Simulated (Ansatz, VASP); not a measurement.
## Ca2SeO: VASP beside Ansatz

```xyz
4
Lattice="3.8829 0.0000 0.0000 0.0000 3.8829 0.0000 0.0000 0.0000 5.4945" Properties=species:S:1:pos:R:3 pbc="T T T"
O     0.0000    0.0000    0.0000
Ca    0.0000    0.0000    2.7472
Ca    1.9414    1.9414    0.0000
Se    1.9414    1.9414    2.7472
```

Alike in both runs: task single point; functional HSE06; k mesh 4 × 4 × 2; no spin polarisation.

|  | VASP | Ansatz |
| --- | --- | --- |
| version | VASP 6.6.1 | Ansatz 0.2.0 |
| potentials or method | VASP PAW PBE potentials, release 64 (O, Ca_sv, Se) | plane waves, PAW |
| plane-wave cutoff (eV) | 520 | 420 |
| occupations | gaussian, width 0.01 eV | fixed |
| valence electrons in the cell | 32 | 42 |

```tsv
	VASP	Ansatz	Ansatz less VASP
gap on the k mesh at the Fermi level (eV)	3.23	3.23	-0.002
pressure (GPa)	0.6	0.4	-0.16
```

VASP's potentials hold 32 valence electrons a cell and Ansatz's 42, so a difference there can come from the potentials and not from the codes. Ansatz's warnings: stress exchange threshold loose, stress scf threshold loose.

The k mesh is coarse, so the values compare programs but aren't converged.
